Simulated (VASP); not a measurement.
# TiTe2 (P4_2/nmc) in VASP: relaxation of cell and atoms with PBE

Aim: the relaxation of cell and atoms of TiTe2 with PBE.

Everything below comes from runs of VASP 6.6.1. Logs are shortened: lines on timing, memory, paths and dates and some standing lists are left out, and cuts for length are marked.

## 1. The cell of the first run

Symmetry: P4_2/nmc, No. 137, tetragonal system. Conventional cell: a = 4.836 Å, b = 4.836 Å, c = 7.075 Å, α = 90.00°, β = 90.00°, γ = 90.00°. Within 3.7 Å of Ti (site symmetry -4m2) lie 8 Te at 2.81 to 3.21 Å. Te (site symmetry 2mm) has 4 Ti at 2.81 to 3.21 Å and 6 Te at 3.49 to 3.54 Å within 3.7 Å.

## 2. Relaxation of cell and atoms, PBE

The input, INCAR:

```
SYSTEM = TiTe2
  PREC = Accurate
  ENCUT = 600
  EDIFF = 1E-6
  ISMEAR = 0
  SIGMA = 0.1
  LREAL = .FALSE.
  LASPH = .TRUE.
  NELM = 100
  ALGO = Normal
  ISIF = 3
  LWAVE = .FALSE.
  LCHARG = .FALSE.
  GGA = PE
  IBRION = 2
  NSW = 80
  EDIFFG = -0.01
```

The input, KPOINTS:

```
Automatic mesh
0
G
  8 8 6
  0 0 0
```

The input, POSCAR:

```
TiTe2
1.0
    4.8359040812      0.0000000000      0.0000000000
    0.0000000000      4.8359040812      0.0000000000
    0.0000000000      0.0000000000      7.0747798002
Ti Te
2 4
Direct
    0.0000000000      0.0000000000      0.0000000000
    0.5000000000      0.5000000000      0.5000000000
    0.0000000000      0.5000000000      0.2978741338
    0.0000000000      0.5000000000      0.7978741338
    0.5000000000      0.0000000000      0.7021258662
    0.5000000000      0.0000000000      0.2021258662
```

Potentials or basis: VASP PAW PBE potentials, release 64 (Ti_sv, Te).

Command:

```console
cat potpaw_PBE.64/Ti_sv/POTCAR potpaw_PBE.64/Te/POTCAR > POTCAR
mpirun -np 1 vasp_std > vasp.out
```

OUTCAR:

```text
SYSTEM = TiTe2
   PREC = Accurate
   ENCUT = 600
   EDIFF = 1E-6
   ISMEAR = 0
   LREAL = .FALSE.
   LASPH = .TRUE.
   NELM = 100
   ISIF = 3
   GGA = PE
   IBRION = 2
   NSW = 80
   EDIFFG = -0.01

 ion  position               nearest neighbor table
   1  0.000  0.000  0.000-   4 2.81   6 2.81   4 2.81   6 2.81   3 3.21   5 3.21   5 3.21   3 3.21

   2  0.500  0.500  0.500-   3 2.81   5 2.81   5 2.81   3 2.81   4 3.21   6 3.21   6 3.21   4 3.21

   3  0.000  0.500  0.298-   2 2.81   2 2.81   1 3.21   1 3.21   6 3.49   6 3.49   6 3.49   6 3.49
                             4 3.54   4 3.54
   4  0.000  0.500  0.798-   1 2.81   1 2.81   2 3.21   2 3.21   5 3.49   5 3.49   5 3.49   5 3.49
                             3 3.54   3 3.54
   5  0.500  0.000  0.702-   2 2.81   2 2.81   1 3.21   1 3.21   4 3.49   4 3.49   4 3.49   4 3.49
                             6 3.54   6 3.54
   6  0.500  0.000  0.202-   1 2.81   1 2.81   2 3.21   2 3.21   3 3.49   3 3.49   3 3.49   3 3.49
                             5 3.54   5 3.54

  LATTYP: Found a simple tetragonal cell.
 ALAT       =     4.8359040812
 C/A-ratio  =     1.4629694223

  Lattice vectors:

 A1 = (   4.8359040812,   0.0000000000,   0.0000000000)
 A2 = (   0.0000000000,   4.8359040812,   0.0000000000)
 A3 = (   0.0000000000,   0.0000000000,   7.0747798002)

Analysis of symmetry for initial positions (statically):
=====================================================================
 Subroutine PRICEL returns:
 Original cell was already a primitive cell.

 Routine SETGRP: Setting up the symmetry group for a
 simple tetragonal supercell.

 Subroutine GETGRP returns: Found 16 space group operations
 (whereof  8 operations were pure point group operations)
 out of a pool of 16 trial point group operations.

The static configuration has the point symmetry D_2d.
 The point group associated with its full space group is D_4h.

Analysis of symmetry for dynamics (positions and initial velocities):
=====================================================================
 Subroutine PRICEL returns:
 Original cell was already a primitive cell.

 Routine SETGRP: Setting up the symmetry group for a
 simple tetragonal supercell.

 Subroutine GETGRP returns: Found 16 space group operations
 (whereof  8 operations were pure point group operations)
 out of a pool of 16 trial point group operations.

The dynamic configuration has the point symmetry D_2d.
 The point group associated with its full space group is D_4h.

 Subroutine INISYM returns: Found 16 space group operations
 (whereof  8 operations are pure point group operations),
 and found     1 'primitive' translations

----------------------------------------------------------------------------------------

                                     Primitive cell

  volume of cell :     165.4506

  direct lattice vectors                    reciprocal lattice vectors
     4.835904081  0.000000000  0.000000000     0.206786566  0.000000000  0.000000000
     0.000000000  4.835904081  0.000000000     0.000000000  0.206786566  0.000000000
     0.000000000  0.000000000  7.074779800     0.000000000  0.000000000  0.141347155

  length of vectors
     4.835904081  4.835904081  7.074779800     0.206786566  0.206786566  0.141347155

  position of ions in fractional coordinates (direct lattice)
     0.000000000  0.000000000  0.000000000
     0.500000000  0.500000000  0.500000000
     0.000000000  0.500000000  0.297874134
     0.000000000  0.500000000  0.797874134
     0.500000000  0.000000000  0.702125866
     0.500000000  0.000000000  0.202125866

  ion indices of the primitive-cell ions
   primitive index   ion index
                 1           1
                 2           2
                 3           3
                 4           4
                 5           5
                 6           6

----------------------------------------------------------------------------------------

 KPOINTS: Automatic mesh

Automatic generation of k-mesh.
 Grid dimensions read from file:
 generate k-points for:    8    8    6

 Generating k-lattice:

  Cartesian coordinates                     Fractional coordinates (reciprocal lattice)
     0.025848321  0.000000000  0.000000000     0.125000000  0.000000000  0.000000000
     0.000000000  0.025848321  0.000000000     0.000000000  0.125000000  0.000000000
     0.000000000  0.000000000  0.023557859     0.000000000  0.000000000  0.166666667

  Length of vectors
     0.025848321  0.025848321  0.023557859

  Shift w.r.t. Gamma in fractional coordinates (k-lattice)
     0.000000000  0.000000000  0.000000000

 Subroutine IBZKPT returns following result:
 ===========================================

 Found     60 irreducible k-points:

 Following reciprocal coordinates:
            Coordinates               Weight
  0.000000  0.000000  0.000000      1.000000
  0.125000  0.000000  0.000000      4.000000
  0.250000  0.000000  0.000000      4.000000
  0.375000  0.000000  0.000000      4.000000
  0.500000  0.000000  0.000000      2.000000
  0.125000  0.125000  0.000000      4.000000
[... 16 lines left out ...]
  0.375000  0.125000  0.166667     16.000000
  0.500000  0.125000  0.166667      8.000000
 [... further k-points ...]
   k-points           NKPTS =     60   k-points in BZ     NKDIM =     60   number of bands    NBANDS=     28
   number of dos      NEDOS =    301   number of ions     NIONS =      6
   total plane-waves  NPLWV =  96000
   dimension x,y,z NGX =    40 NGY =   40 NGZ =   60
   dimension x,y,z NGXF=    80 NGYF=   80 NGZF=  120
   ions per type =               2   4
   NGX,Y,Z   is equivalent  to a cutoff of  13.75, 13.75, 14.10 a.u.
   NGXF,Y,Z  is equivalent  to a cutoff of  27.50, 27.50, 28.20 a.u.
 SYSTEM =  TiTe2
   PREC   = accura    normal or accurate (medium, high low for compatibility)
   ISTART =      0    job   : 0-new  1-cont  2-samecut
   ICHARG =      2    charge: 1-file 2-atom 10-const
   ISPIN  =      1    spin polarized calculation?
   LNONCOLLINEAR =      F non collinear calculations
   LSORBIT =      F    spin-orbit coupling
   LASPH  =      T    aspherical Exc in radial PAW
   ENCUT  =  600.0 eV  44.10 Ry    6.64 a.u.   9.66  9.66 14.13*2*pi/ulx,y,z
   NELM   =    100;   NELMIN=  2; NELMDL= -5     # of ELM steps
   EDIFF  = 0.1E-05   stopping-criterion for ELM
   LREAL  =      F    real-space projection
   EDIFFG = -.1E-01   stopping-criterion for IOM
   NSW    =     80    number of steps for IOM
   IBRION =      2    ionic relax: 0-MD 1-quasi-New 2-CG
   NFREE  =      1    steps in history (QN), initial steepest desc. (CG)
   ISIF   =      3    stress and relaxation
   ISYM   =      2    0-nonsym 1-usesym 2-fastsym
   POTIM  = 0.5000    time-step for ionic-motion
   TEBEG  =    0.0;   TEEND  =   0.0 temperature during run
   PSTRESS=    0.0 pullay stress
   NELECT =      48.0000    total number of electrons
   NUPDOWN=      -1.0000    fix difference up-down
   EMIN   =  10.00;   EMAX   =-10.00  energy-range for DOS
   EFERMI =   0.00;   METHOD = LEGACY
   ISMEAR =     0;   SIGMA  =   0.10  broadening in eV -4-tet -1-fermi 0-gaus
   EFERMI_NEDOS =   21; number of points for ismear=-14 and -15
   IALGO  =     38    algorithm
   IMIX   =      4    mixing-type and parameters
     AMIX     =   0.40;   BMIX     =  1.00
     AMIX_MAG =   1.60;   BMIX_MAG =  1.00
  volume/ion in A,a.u.               =      27.58       186.09
  Fermi-wavevector in a.u.,A,eV,Ry     =   1.083758  2.048006 15.980482  1.174532
  Thomas-Fermi vector in A             =   2.219832
   LORBIT       =      0    0 simple, 1 ext, 2 COOP (PROOUT), +10 PAW based schemes
   GGA     = PE    functional components
   LHFCALC =     F    Hartree Fock is set to
   AEXX    =    0.0000 exact exchange contribution
   IVDW    =     0    specifies the selected vdW correction
   LEPSILON=     F    determine dielectric tensor
   LRPA    =     F    only Hartree local field effects (RPA)
 conjugate gradient relaxation of ions
 non-spin polarized calculation
 Gauss-broadening in eV      SIGMA  =   0.10
  energy-cutoff  :      600.00
  volume of cell :      165.45
 maximum number of plane-waves:      5556
 NGX is ok and might be reduce to    40
   NGX = 19   NGY = 19   NGZ = 29

--------------------------------------- Ionic step        1  -------------------------------------------

 number of electron      48.0000009 magnetization

 Free energy of the ion-electron system (eV)
  ---------------------------------------------------
  ext. energy  EPLUGINS =         0.00000000
  ---------------------------------------------------
  free energy    TOTEN  =       -30.30186989 eV

  energy without entropy =      -30.29177835  energy(sigma->0) =      -30.29682412

------------------------ aborting loop because EDIFF is reached ----------------------------------------

  FORCE on cell =-STRESS in cart. coord.  units (eV):
  Direction    XX          YY          ZZ          XY          YZ          ZX
  --------------------------------------------------------------------------------------
  -------------------------------------------------------------------------------------
  Total        0.0687119      0.0687119     -0.2249614      0.0000000     -0.0000000      0.0000000
  in kB        0.6653870      0.6653870     -2.1784637      0.0000000     -0.0000000      0.0000000
  external PRESSURE =      -0.2825632 kB  Pullay stress =       0.0000000 kB
[... 145 lines left out ...]
  energy  without entropy=      -30.2924768798  energy(sigma->0) =      -30.29746635

--------------------------------------- Ionic step        5  -------------------------------------------

 number of electron      48.0000008 magnetization

 Free energy of the ion-electron system (eV)
  ---------------------------------------------------
  ext. energy  EPLUGINS =         0.00000000
  ---------------------------------------------------
  free energy    TOTEN  =       -30.30246589 eV

  energy without entropy =      -30.29248165  energy(sigma->0) =      -30.29747377

 E-fermi :   6.9459     XC(G=0):  -9.7020

 val. band max:        6.9415017317   @ k =   0.1250   0.1250   0.0000
 cond. band min:       6.9804183560   @ k =   0.0000   0.0000   0.3333
 fundamental gap:      0.0389166242
 Fermi energy:         6.9458592159

 k-point     1 :       0.0000    0.0000    0.0000
  band No.  band energies     occupation
      1     -50.8221      2.00000
      2     -50.8220      2.00000
      3     -27.0880      2.00000
      4     -27.0845      2.00000
      5     -27.0647      2.00000
      6     -27.0647      2.00000
[... 733 lines left out ...]
     27       7.3858      0.00000
     28       7.3858      0.00000

 [... further k-points ...]

------------------------ aborting loop because EDIFF is reached ----------------------------------------

  FORCE on cell =-STRESS in cart. coord.  units (eV):
  Direction    XX          YY          ZZ          XY          YZ          ZX
  --------------------------------------------------------------------------------------
  -------------------------------------------------------------------------------------
  Total       -0.0344282     -0.0344282     -0.0210743      0.0000000      0.0000000      0.0000000
  in kB       -0.3335018     -0.3335018     -0.2041445      0.0000000      0.0000000      0.0000000
  external PRESSURE =      -0.2903827 kB  Pullay stress =       0.0000000 kB
[... 21 lines left out ...]
  FREE ENERGIE OF THE ION-ELECTRON SYSTEM (eV)
  ---------------------------------------------------
  free  energy   TOTEN  =       -30.3024658850 eV

  energy  without entropy=      -30.2924816520  energy(sigma->0) =      -30.29747377

 reached required accuracy - stopping structural energy minimisation
```

Run time: 9.4 min. Hardware: 1 thread of Intel Xeon 6975P-C (Granite Rapids), shared host; peak memory 0.52 GiB.

Results:

| Property | Result |
| --- | --- |
| Free energy | -30.3025 eV |
| Relaxed volume | 27.57 Å³/atom |
| Relaxed cell | a = 4.844 Å, b = 4.844 Å, c = 7.048 Å, α = 90.00°, β = 90.00°, γ = 90.00° |
| Space group after relaxing (to 0.1 Å) | P4_2/nmc (No. 137) |
| Energy gained by relaxing | 0.1 meV/atom |
| Ionic steps | 5 |
| Pressure after relaxing | 0.0 GPa |
| Largest force after relaxing | 0.009 eV/Å |
| Band gap on the k mesh | zero (bands 24 and 25 overlap by 0.13 eV) |

Forces in eV/Å, atoms in the order of the input:
```
Ti   0.000  0.000  0.000
Ti   0.000  0.000  0.000
Te   0.000  0.000 -0.009
Te   0.000  0.000 -0.009
Te   0.000  0.000  0.009
Te   0.000  0.000  0.009
```

The path:
```tsv
step	energy change (eV)	largest force (eV/Å)	pressure (GPa)	volume (Å³)
1	0.0000	0.0126	-0.03	165.45
2	-0.0004	0.0126	0.04	165.33
3	-0.0005	0.0125	0.06	165.21
4	-0.0006	0.0078	-0.05	165.48
5	-0.0006	0.0094	-0.03	165.40
```

Final structure:
```cif
data_structure
_symmetry_space_group_name_H-M 'P 1'
_symmetry_Int_Tables_number 1
_cell_length_a 4.8442
_cell_length_b 4.8442
_cell_length_c 7.0481
_cell_angle_alpha 90.000
_cell_angle_beta 90.000
_cell_angle_gamma 90.000
_cell_volume 165.40
loop_
_atom_site_label
_atom_site_type_symbol
_atom_site_fract_x
_atom_site_fract_y
_atom_site_fract_z
_atom_site_occupancy
Ti1 Ti 0.00000 0.00000 0.00000 1
Ti2 Ti 0.50000 0.50000 0.50000 1
Te1 Te 0.00000 0.50000 0.29761 1
Te2 Te 0.00000 0.50000 0.79761 1
Te3 Te 0.50000 0.00000 0.70239 1
Te4 Te 0.50000 0.00000 0.20239 1
```

Caveat: the highest band is partly filled, so the run has too few bands; spin-orbit coupling is left out, which moves the levels of the heavy elements.

The gap in the log of VASP goes by the Fermi energy; the results here count the filled bands.